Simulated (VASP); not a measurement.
# Si29Sn3 (P1) in VASP: settings compared, part 2 of 2

VASP 6.6.1. Earlier steps stand in the parts before.

**3. Single point, PBEsol**

File INCAR:

```
ALGO = Normal
EDIFF = 1E-6
ENCUT = 520
GGA = PS
ISIF = 2
ISMEAR = -1
LASPH = True
LCHARG = True
LELF = True
LREAL = Auto
LVHAR = True
LWAVE = False
NBANDS = 196
NELM = 60
PREC = Accurate
SIGMA = 0.05
```

File KPOINTS:

```
Automatic mesh
0
Gamma
  1 1 1
  0.5 0.5 0.5
```

File POSCAR:

```
Si29Sn3
1.0
   11.0754398222      0.0000000000      0.0000000000
    0.0000000000     11.0754398222      0.0000000000
    0.0000000000      0.0000000000     11.0754398222
Si Sn
58 6
Direct
    0.0012300000      0.0001460000      0.9996760000
    0.9988680000      0.0011570000      0.5002220000
    0.9903070000      0.4924260000      0.9919990000
    0.0012140000      0.5009550000      0.5003660000
    0.5104230000      0.9923410000      0.0089220000
    0.5000400000      0.5012060000      0.9998840000
    0.5016860000      0.5015870000      0.5000980000
    0.1198850000      0.1245100000      0.1244540000
    0.1199470000      0.1242980000      0.6253210000
    0.1230660000      0.6231190000      0.6257650000
    0.6307700000      0.1275370000      0.1218380000
    0.6241820000      0.6218710000      0.1225050000
    0.6250370000      0.6224400000      0.6278180000
    0.2409750000      0.2578780000      0.0098390000
    0.2387350000      0.2600150000      0.5111150000
    0.2575250000      0.7572540000      0.9890370000
    0.2453280000      0.7439050000      0.4995690000
    0.7503580000      0.2499460000      0.9970250000
    0.7623670000      0.2613440000      0.4894150000
    0.7509000000      0.7473950000      0.0020570000
    0.7599410000      0.7387250000      0.5109500000
    0.3778410000      0.3778800000      0.1248950000
    0.3722760000      0.3836050000      0.6255740000
    0.3750720000      0.8722200000      0.1219960000
    0.3601140000      0.8568020000      0.6370340000
    0.8725890000      0.3726370000      0.1249050000
    0.8785230000      0.3780760000      0.6245700000
    0.8761560000      0.8779130000      0.1227310000
    0.8801990000      0.8720620000      0.6283840000
    0.2384310000      0.9906160000      0.2388000000
    0.2371230000      0.9913820000      0.7442460000
    0.2580650000      0.4903460000      0.2610600000
    0.2481800000      0.5024190000      0.7519900000
    0.7613570000      0.0110990000      0.2406920000
    0.7617820000      0.9903390000      0.7623860000
    0.7511680000      0.5028430000      0.2489410000
    0.7497950000      0.4999380000      0.7499320000
    0.3750760000      0.6219490000      0.3778400000
    0.3772500000      0.6233900000      0.8745770000
    0.8807820000      0.1281530000      0.3725970000
    0.8784160000      0.1238370000      0.8784470000
    0.8757390000      0.6222300000      0.3787680000
    0.8720920000      0.6241890000      0.8732250000
    0.0018880000      0.2510570000      0.2500180000
    0.9986450000      0.2477750000      0.7501430000
    0.9899340000      0.7576530000      0.2595920000
    0.0007970000      0.7468670000      0.7519100000
    0.5112160000      0.2594220000      0.2393090000
    0.4991770000      0.2713060000      0.7534360000
    0.4903540000      0.7369380000      0.2398380000
    0.5006680000      0.7452740000      0.7532760000
    0.1222710000      0.3755080000      0.3788570000
    0.1220090000      0.3740400000      0.8735900000
    0.1220850000      0.8749300000      0.3776890000
    0.1209530000      0.8743310000      0.8742990000
    0.6282130000      0.3804980000      0.3721820000
    0.6270420000      0.3813620000      0.8784140000
    0.6277180000      0.8694340000      0.8784620000
    0.4903790000      0.9910010000      0.5101320000
    0.1253720000      0.6247190000      0.1262140000
    0.6390250000      0.1361200000      0.6354660000
    0.3627590000      0.1362970000      0.3640430000
    0.3729750000      0.1239620000      0.8770540000
    0.6358460000      0.8630080000      0.3640140000
```

Potentials or basis: VASP PAW PBE potentials, release 64 (Si, Sn_d).

On the command line:

```bash
> cat potpaw_PBE.64/Si/POTCAR potpaw_PBE.64/Sn_d/POTCAR > POTCAR
> mpirun -np 1 vasp_std > vasp.out
```

OUTCAR:

```text
EDIFF = 1E-6
   ENCUT = 520
   GGA = PS
   ISIF = 2
   ISMEAR = -1
   LASPH = True
   LREAL = Auto
   NELM = 60
   PREC = Accurate

 ion  position               nearest neighbor table
   1  0.001  0.000  1.000-  41 2.35   8 2.35  28 2.37  55 2.37
   2  0.999  0.001  0.500-   9 2.36  54 2.38  40 2.38  29 2.41
   3  0.990  0.492  0.992-  53 2.36  43 2.36  26 2.37  60 2.57
   4  0.001  0.501  0.500-  52 2.35  42 2.36  10 2.36  27 2.36
   5  0.510  0.992  0.009-  11 2.36  24 2.36  58 2.37  63 2.56
   6  0.500  0.501  1.000-  12 2.35  57 2.36  39 2.37  22 2.37
[... 56 lines left out ...]
  63  0.373  0.124  0.877-  49 2.55  14 2.55   5 2.56  31 2.57
  64  0.636  0.863  0.364-  21 2.54  50 2.54  34 2.55  59 2.69

  LATTYP: Found a simple cubic cell.
 ALAT       =    11.0754398222

  Lattice vectors:

 A1 = (  11.0754398222,   0.0000000000,   0.0000000000)
 A2 = (   0.0000000000,  11.0754398222,   0.0000000000)
 A3 = (   0.0000000000,   0.0000000000,  11.0754398222)

Analysis of symmetry for initial positions (statically):
=====================================================================
[... 278 lines left out ...]

 k-point     1 :       0.5000    0.5000    0.5000
  band No.  band energies     occupation
      1     -15.2739      2.00000
      2     -15.2695      2.00000
      3     -15.1371      2.00000
      4     -15.1363      2.00000
      5     -15.1357      2.00000
      6     -15.1350      2.00000
[... 162 lines left out ...]
    169       7.1212      0.00000
    170       7.1319      0.00000
 [bands above 170 left out]

------------------------ aborting loop because EDIFF is reached ----------------------------------------

  FORCE on cell =-STRESS in cart. coord.  units (eV):
  Direction    XX          YY          ZZ          XY          YZ          ZX
  --------------------------------------------------------------------------------------
  -------------------------------------------------------------------------------------
  Total        0.5362397      0.6882701      0.4774045      0.5926425     -0.3868905     -0.2542936
  in kB        0.6323923      0.8116832      0.5630074      0.6989086     -0.4562635     -0.2998907
  external PRESSURE =       0.6690277 kB  Pullay stress =       0.0000000 kB

 VOLUME and BASIS-vectors are now :
 -----------------------------------------------------------------------------
  energy-cutoff  :      520.00
  volume of cell :     1358.57
      direct lattice vectors                 reciprocal lattice vectors
    11.075439822  0.000000000  0.000000000     0.090289868  0.000000000  0.000000000
     0.000000000 11.075439822  0.000000000     0.000000000  0.090289868  0.000000000
     0.000000000  0.000000000 11.075439822     0.000000000  0.000000000  0.090289868

 POSITION                                       TOTAL-FORCE (eV/Angst)
 -----------------------------------------------------------------------------------
      0.01362      0.00162     11.07185        -0.001354      0.004075      0.001054
     11.06290      0.01281      5.54018        -0.001494      0.002873     -0.003158
     10.96809      5.45383     10.98683         0.006674      0.006834      0.003299
      0.01345      5.54830      5.54177        -0.003099     -0.001456      0.004846
      5.65316     10.99061      0.09882        -0.004474      0.004980     -0.007507
      5.53816      5.55108     11.07416        -0.004488     -0.001249     -0.001949
[... 56 lines left out ...]
      4.13086      1.37293      9.71376        -0.001687     -0.001096      0.002536
      7.04227      9.55819      4.03162        -0.008078     -0.006010      0.005779
 -----------------------------------------------------------------------------------
    total drift:                                0.010623      0.031689      0.041568

  FREE ENERGIE OF THE ION-ELECTRON SYSTEM (eV)
  ---------------------------------------------------
  free  energy   TOTEN  =      -350.1529750049 eV

  energy  without entropy=     -350.1529601640  energy(sigma->0) =     -350.15296758
```

Run time: 14 min. Hardware: 1 thread of Oxide Virtual Turin-like, shared host; peak memory 1.1 GiB.

Results:

| Property | Result |
| --- | --- |
| Free energy | -350.1530 eV |
| Pressure | 0.1 GPa |
| Largest force | 0.025 eV/Å |
| Band gap on the k mesh | 1.31 eV |

Forces in eV/Å, atoms in the order of the input:
```
Si  -0.001  0.004  0.001
Si  -0.001  0.003 -0.003
Si   0.007  0.007  0.003
Si  -0.003 -0.001  0.005
Si  -0.004  0.005 -0.008
Si  -0.004 -0.001 -0.002
Si   0.003 -0.001 -0.005
Si   0.000  0.001 -0.004
Si   0.003  0.000  0.000
Si   0.000  0.000 -0.003
Si  -0.003  0.001  0.001
Si   0.011 -0.002 -0.002
Si   0.000  0.000 -0.002
Si   0.005 -0.004 -0.006
Si   0.008 -0.008  0.000
Si  -0.004 -0.005  0.001
Si  -0.002  0.001 -0.007
Si  -0.001  0.000 -0.004
Si  -0.008 -0.006  0.005
Si  -0.001 -0.001  0.000
Si  -0.008  0.010  0.002
Si  -0.004 -0.001 -0.005
Si   0.003  0.000 -0.004
Si   0.003  0.004  0.003
Si   0.018  0.014 -0.011
Si   0.004  0.001 -0.002
Si   0.000  0.001  0.001
Si   0.001 -0.009 -0.002
Si   0.001  0.000 -0.001
Si   0.011  0.004  0.006
Si   0.007  0.014  0.004
Si  -0.003  0.003 -0.008
Si  -0.003 -0.003  0.000
Si  -0.009 -0.004  0.008
Si  -0.011  0.002 -0.007
Si   0.001  0.000 -0.001
Si   0.002 -0.002 -0.002
Si   0.000  0.006  0.003
Si  -0.007 -0.006  0.004
Si  -0.004 -0.001  0.000
Si   0.000  0.003  0.001
Si  -0.001  0.000 -0.011
Si   0.002  0.002  0.003
Si   0.003  0.001  0.001
Si  -0.001 -0.002  0.002
Si   0.004 -0.005 -0.004
Si   0.003 -0.002 -0.004
Si  -0.008 -0.011  0.009
Si   0.000 -0.014 -0.005
Si   0.003  0.007  0.006
Si   0.009  0.003  0.004
Si  -0.002  0.002 -0.008
Si   0.003  0.001  0.000
Si   0.003 -0.002 -0.001
Si  -0.010  0.001  0.005
Si   0.004 -0.002 -0.001
Si   0.001  0.001  0.004
Si   0.001  0.000 -0.001
Sn  -0.014 -0.006  0.012
Sn   0.000  0.000  0.020
Sn   0.016  0.007  0.001
Sn  -0.010  0.003  0.002
Sn  -0.002 -0.001  0.003
Sn  -0.008 -0.006  0.006
```

Stress tensor (GPa, compression positive):
```
 0.06  0.07 -0.03
 0.07  0.08 -0.05
-0.03 -0.05  0.06
```

Levels at points of the mesh, in eV from the valence-band top:
```
           k point  band 154  band 155  band 156  band 157  band 158  band 159  band 160  band 161  band 162  band 163
(0.50, 0.50, 0.50)     -0.40     -0.35     -0.19     -0.01      0.00      1.31      1.33      1.34      1.35      1.39
```

Caveat: the k points lie up to 0.57 Å⁻¹ apart; the PAW data sets were made with another functional, which shifts forces and pressure a little; spin-orbit coupling is left out, which moves the levels of the heavy elements; a shifted mesh leaves out Γ, where band edges can lie.
